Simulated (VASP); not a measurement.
# Zr2NbN3 (P4/mmm) in VASP: notebook, part 3 of 3

VASP 6.6.1. The steps go on from the part before.

### Step 4. Relaxation of cell and atoms, PBE

INCAR

```
SYSTEM = Zr2NbN3
PREC = Accurate
ENCUT = 600
EDIFF = 1E-7
ISMEAR = 0
SIGMA = 0.1
LREAL = .FALSE.
LASPH = .TRUE.
NELM = 120
ALGO = Normal
ISIF = 3
LWAVE = .FALSE.
LCHARG = .FALSE.
GGA = PE
IBRION = 2
NSW = 100
EDIFFG = -0.01
GGA_COMPAT = .FALSE.
NELMIN = 4
```

KPOINTS

```
Automatic mesh
0
G
  8 8 10
  0 0 0
```

POSCAR

```
Zr2NbN3
1.0
    4.9956001572      0.0000000000      0.0000000000
    0.0000000000      4.9956001572      0.0000000000
    0.0000000000      0.0000000000      4.0664819681
Zr Nb N
2 1 3
Direct
    0.5000000000      0.0000000000      0.0000000000
    0.0000000000      0.5000000000      0.0000000000
    0.0000000000      0.0000000000      0.0000000000
    0.0000000000      0.0000000000      0.5000000000
    0.5000000000      0.5000000000      0.1598830789
    0.5000000000      0.5000000000      0.8401169211
```

Potentials or basis: VASP PAW PBE potentials, release 64 (Zr_sv, Nb_sv, N).

Run with:

```bash
$ cat potpaw_PBE.64/Zr_sv/POTCAR potpaw_PBE.64/Nb_sv/POTCAR potpaw_PBE.64/N/POTCAR > POTCAR
$ mpirun -np 1 vasp_std > vasp.out
```

OUTCAR:

```text
SYSTEM = Zr2NbN3
   PREC = Accurate
   ENCUT = 600
   EDIFF = 1E-7
   ISMEAR = 0
   LREAL = .FALSE.
   LASPH = .TRUE.
   NELM = 120
   ISIF = 3
   GGA = PE
   IBRION = 2
   NSW = 100
   EDIFFG = -0.01
   NELMIN = 4

 ion  position               nearest neighbor table
   1  0.500  0.000  0.000-   3 2.50   3 2.50   6 2.58   5 2.58   6 2.58   5 2.58   2 3.53   2 3.53
                             2 3.53   2 3.53
   2  0.000  0.500  0.000-   3 2.50   3 2.50   6 2.58   5 2.58   5 2.58   6 2.58   1 3.53   1 3.53
                             1 3.53   1 3.53
   3  0.000  0.000  0.000-   4 2.03   4 2.03   1 2.50   2 2.50   2 2.50   1 2.50
   4  0.000  0.000  0.500-   3 2.03   3 2.03
   5  0.500  0.500  0.160-   6 1.30   2 2.58   1 2.58   1 2.58   2 2.58
   6  0.500  0.500  0.840-   5 1.30   2 2.58   1 2.58   1 2.58   2 2.58

  LATTYP: Found a simple tetragonal cell.
 ALAT       =     4.9956001572
 C/A-ratio  =     0.8140126992

  Lattice vectors:

 A1 = (   4.9956001572,   0.0000000000,   0.0000000000)
 A2 = (   0.0000000000,   4.9956001572,   0.0000000000)
 A3 = (   0.0000000000,   0.0000000000,   4.0664819681)

Analysis of symmetry for initial positions (statically):
=====================================================================
 Subroutine PRICEL returns:
 Original cell was already a primitive cell.

 Routine SETGRP: Setting up the symmetry group for a
 simple tetragonal supercell.

 Subroutine GETGRP returns: Found 16 space group operations
 (whereof 16 operations were pure point group operations)
 out of a pool of 16 trial point group operations.

The static configuration has the point symmetry D_4h.

Analysis of symmetry for dynamics (positions and initial velocities):
=====================================================================
 Subroutine PRICEL returns:
 Original cell was already a primitive cell.

 Routine SETGRP: Setting up the symmetry group for a
 simple tetragonal supercell.

 Subroutine GETGRP returns: Found 16 space group operations
 (whereof 16 operations were pure point group operations)
 out of a pool of 16 trial point group operations.

The dynamic configuration has the point symmetry D_4h.

 Subroutine INISYM returns: Found 16 space group operations
 (whereof 16 operations are pure point group operations),
 and found     1 'primitive' translations

----------------------------------------------------------------------------------------

                                     Primitive cell

  volume of cell :     101.4832

  direct lattice vectors                    reciprocal lattice vectors
     4.995600157  0.000000000  0.000000000     0.200176149  0.000000000  0.000000000
     0.000000000  4.995600157  0.000000000     0.000000000  0.200176149  0.000000000
     0.000000000  0.000000000  4.066481968     0.000000000  0.000000000  0.245912808

  length of vectors
     4.995600157  4.995600157  4.066481968     0.200176149  0.200176149  0.245912808

  position of ions in fractional coordinates (direct lattice)
     0.500000000  0.000000000  0.000000000
     0.000000000  0.500000000  0.000000000
     0.000000000  0.000000000  0.000000000
     0.000000000  0.000000000  0.500000000
     0.500000000  0.500000000  0.159883079
[... 62 lines left out ...]
  0.500000  0.125000  0.100000      8.000000
 [... further k-points ...]
   k-points           NKPTS =     90   k-points in BZ     NKDIM =     90   number of bands    NBANDS=     31
   number of dos      NEDOS =    301   number of ions     NIONS =      6
   total plane-waves  NPLWV =  51200
   dimension x,y,z NGX =    40 NGY =   40 NGZ =   32
   dimension x,y,z NGXF=    80 NGYF=   80 NGZF=   64
   ions per type =               2   1   3
   NGX,Y,Z   is equivalent  to a cutoff of  13.31, 13.31, 13.08 a.u.
   NGXF,Y,Z  is equivalent  to a cutoff of  26.62, 26.62, 26.16 a.u.
 SYSTEM =  Zr2NbN3
   PREC   = accura    normal or accurate (medium, high low for compatibility)
   ISTART =      0    job   : 0-new  1-cont  2-samecut
   ICHARG =      2    charge: 1-file 2-atom 10-const
   ISPIN  =      1    spin polarized calculation?
   LNONCOLLINEAR =      F non collinear calculations
   LSORBIT =      F    spin-orbit coupling
   LASPH  =      T    aspherical Exc in radial PAW
   ENCUT  =  600.0 eV  44.10 Ry    6.64 a.u.   9.98  9.98  8.12*2*pi/ulx,y,z
   NELM   =    120;   NELMIN=  4; NELMDL= -5     # of ELM steps
   EDIFF  = 0.1E-06   stopping-criterion for ELM
   LREAL  =      F    real-space projection
   EDIFFG = -.1E-01   stopping-criterion for IOM
   NSW    =    100    number of steps for IOM
   IBRION =      2    ionic relax: 0-MD 1-quasi-New 2-CG
   NFREE  =      1    steps in history (QN), initial steepest desc. (CG)
   ISIF   =      3    stress and relaxation
   ISYM   =      2    0-nonsym 1-usesym 2-fastsym
   POTIM  = 0.5000    time-step for ionic-motion
   TEBEG  =    0.0;   TEEND  =   0.0 temperature during run
   PSTRESS=    0.0 pullay stress
   NELECT =      52.0000    total number of electrons
   NUPDOWN=      -1.0000    fix difference up-down
   EMIN   =  10.00;   EMAX   =-10.00  energy-range for DOS
   EFERMI =   0.00;   METHOD = LEGACY
   ISMEAR =     0;   SIGMA  =   0.10  broadening in eV -4-tet -1-fermi 0-gaus
   EFERMI_NEDOS =   21; number of points for ismear=-14 and -15
   IALGO  =     38    algorithm
   IMIX   =      4    mixing-type and parameters
     AMIX     =   0.40;   BMIX     =  1.00
     AMIX_MAG =   1.60;   BMIX_MAG =  1.00
  volume/ion in A,a.u.               =      16.91       114.14
  Fermi-wavevector in a.u.,A,eV,Ry     =   1.310020  2.475579 23.349666  1.716152
  Thomas-Fermi vector in A             =   2.440579
   LORBIT       =      0    0 simple, 1 ext, 2 COOP (PROOUT), +10 PAW based schemes
   GGA     = PE    functional components
   LHFCALC =     F    Hartree Fock is set to
   AEXX    =    0.0000 exact exchange contribution
   IVDW    =     0    specifies the selected vdW correction
   LEPSILON=     F    determine dielectric tensor
   LRPA    =     F    only Hartree local field effects (RPA)
 conjugate gradient relaxation of ions
 non-spin polarized calculation
 Gauss-broadening in eV      SIGMA  =   0.10
  energy-cutoff  :      600.00
  volume of cell :      101.48
 maximum number of plane-waves:      3424
 NGX is ok and might be reduce to    40
   NGX = 19   NGY = 19   NGZ = 17

--------------------------------------- Ionic step        1  -------------------------------------------

 number of electron      52.0000006 magnetization

 Free energy of the ion-electron system (eV)
  ---------------------------------------------------
  ext. energy  EPLUGINS =         0.00000000
  ---------------------------------------------------
  free energy    TOTEN  =       -47.68765506 eV

  energy without entropy =      -47.66768173  energy(sigma->0) =      -47.67766840

------------------------ aborting loop because EDIFF is reached ----------------------------------------

  FORCE on cell =-STRESS in cart. coord.  units (eV):
  Direction    XX          YY          ZZ          XY          YZ          ZX
  --------------------------------------------------------------------------------------
  -------------------------------------------------------------------------------------
  Total        1.4543191      1.4543191      1.4536390      0.0000000      0.0000000     -0.0000000
  in kB       22.9602232     22.9602232     22.9494859      0.0000000      0.0000000     -0.0000000
  external PRESSURE =      22.9566441 kB  Pullay stress =       0.0000000 kB
[... 307 lines left out ...]
--------------------------------------- Ionic step        9  -------------------------------------------

 number of electron      52.0000002 magnetization

 Free energy of the ion-electron system (eV)
  ---------------------------------------------------
  ext. energy  EPLUGINS =         0.00000000
  ---------------------------------------------------
  free energy    TOTEN  =       -47.70182495 eV

  energy without entropy =      -47.68240362  energy(sigma->0) =      -47.69211429

 E-fermi :   6.7096     XC(G=0): -10.3469

 val. band max:        6.7064406858   @ k =   0.3750   0.1250   0.2000
 cond. band min:       6.7237371886   @ k =   0.5000   0.1250   0.3000
 fundamental gap:      0.0172965028
 Fermi energy:         6.7095863023

 k-point     1 :       0.0000    0.0000    0.0000
  band No.  band energies     occupation
      1     -47.3124      2.00000
      2     -42.7222      2.00000
      3     -42.7176      2.00000
      4     -24.2043      2.00000
      5     -24.2043      2.00000
      6     -23.5672      2.00000
[... 805 lines left out ...]
     30       7.5833      0.00000
     31       8.0698      0.00000

 [... further k-points ...]

------------------------ aborting loop because EDIFF is reached ----------------------------------------

  FORCE on cell =-STRESS in cart. coord.  units (eV):
  Direction    XX          YY          ZZ          XY          YZ          ZX
  --------------------------------------------------------------------------------------
  -------------------------------------------------------------------------------------
  Total        0.0098004      0.0098004      0.0009740      0.0000000      0.0000000      0.0000000
  in kB        0.1516829      0.1516829      0.0150752      0.0000000      0.0000000      0.0000000
  external PRESSURE =       0.1061470 kB  Pullay stress =       0.0000000 kB
[... 21 lines left out ...]
  FREE ENERGIE OF THE ION-ELECTRON SYSTEM (eV)
  ---------------------------------------------------
  free  energy   TOTEN  =       -47.7018249540 eV

  energy  without entropy=      -47.6824036218  energy(sigma->0) =      -47.69211429

 reached required accuracy - stopping structural energy minimisation
```

Wall time 50 min (1 thread of Intel Xeon 8259CL, shared host); peak memory 0.47 GiB.

Results:

| Item | Value |
| --- | --- |
| Free energy | -47.7018 eV |
| Relaxed volume | 17.25 Å³/atom |
| Relaxed cell | a = 5.035 Å, b = 5.035 Å, c = 4.084 Å, α = 90.00°, β = 90.00°, γ = 90.00° |
| Space group after relaxing (to 0.1 Å) | P4/mmm (No. 123) |
| Energy gained by relaxing | 2.4 meV/atom |
| Ionic steps | 9 |
| Pressure after relaxing | 0.0 GPa |
| Largest force after relaxing | 0.003 eV/Å |
| Band gap on the k mesh | zero (bands 26 and 27 overlap by 1.13 eV) |

Forces in eV/Å, atoms in the order of the input:
```
Zr   0.000  0.000  0.000
Zr   0.000  0.000  0.000
Nb   0.000  0.000  0.000
N    0.000  0.000  0.000
N    0.000  0.000 -0.003
N    0.000  0.000  0.003
```

The path:
| step | energy change (eV) | largest force (eV/Å) | pressure (GPa) | volume (Å³) |
| --- | --- | --- | --- | --- |
| 1 | 0.0000 | 0.3043 | 2.30 | 101.48 |
| 2 | 0.0239 | 1.2922 | -2.85 | 105.08 |
| 3 | -0.0103 | 0.3194 | 0.40 | 102.73 |
| 4 | -0.0131 | 0.1763 | -0.27 | 104.01 |
| 5 | -0.0141 | 0.0022 | -0.05 | 103.57 |
| 6 | -0.0142 | 0.0251 | 0.07 | 103.49 |
| 7 | -0.0142 | 0.0174 | 0.03 | 103.51 |
| 8 | -0.0142 | 0.0225 | -0.01 | 103.52 |
| 9 | -0.0142 | 0.0031 | 0.01 | 103.52 |

Final structure:
```
Zr Nb N
1.0
     5.03481    0.00000    0.00000
     0.00000    5.03481    0.00000
     0.00000    0.00000    4.08369
Zr Nb N
2 1 3
Direct
  0.50000 0.00000 0.00000
  0.00000 0.50000 0.00000
  0.00000 0.00000 0.00000
  0.00000 0.00000 0.50000
  0.50000 0.50000 0.15957
  0.50000 0.50000 0.84043
```

Levels at points of the mesh, in eV from the Fermi level:
```csv
k point,band 24,band 25,band 26,band 27,band 28,band 29
"(0.00, 0.00, 0.00)",-1.96,-1.96,-1.24,-0.15,-0.15,-0.05
"(0.50, 0.00, 0.00)",-1.51,-0.77,-0.22,0.32,0.36,0.66
"(0.50, 0.50, 0.00)",0.15,0.23,0.23,0.82,1.26,1.31
"(0.00, 0.00, 0.50)",-2.64,-1.23,-1.23,1.87,1.87,2.00
"(0.50, 0.00, 0.50)",-1.53,-0.75,0.05,1.20,1.37,1.59
"(0.50, 0.50, 0.50)",0.20,0.20,0.21,0.21,1.09,1.26
```

### Step 5. Summary

| task | cell | k mesh | cutoff (eV) | gap on the mesh (eV) | pressure (GPa) | relaxed volume (Å³/atom) | largest force (eV/Å) |
| --- | --- | --- | --- | --- | --- | --- | --- |
| single point | a = 4.996, b = 4.996, c = 4.066 Å, 6 atoms, atomic positions A | 4 × 4 × 4 | 520 | none | 0.1 | - | 0.19 |
| relaxation of cell and atoms | relaxed from a = 4.753, b = 4.753, c = 4.164 Å, 6 atoms, atomic positions B | 4 × 4 × 4 | 600 | none | -0.2 | 16.93 | 0.03 |
| relaxation of cell and atoms | relaxed from a = 4.996, b = 4.996, c = 4.066 Å, 6 atoms, atomic positions A | 8 × 8 × 10 | 600 | none | 0.0 | 17.25 | - |

Alike in all rows: level PBE; potentials or basis VASP PAW PBE potentials, release 64 (Zr_sv, Nb_sv, N); no spin polarisation; smearing gaussian 0.1 eV.

Caveats: some runs use coarse meshes.

Absolute energies hang on the potentials; compare differences alone.
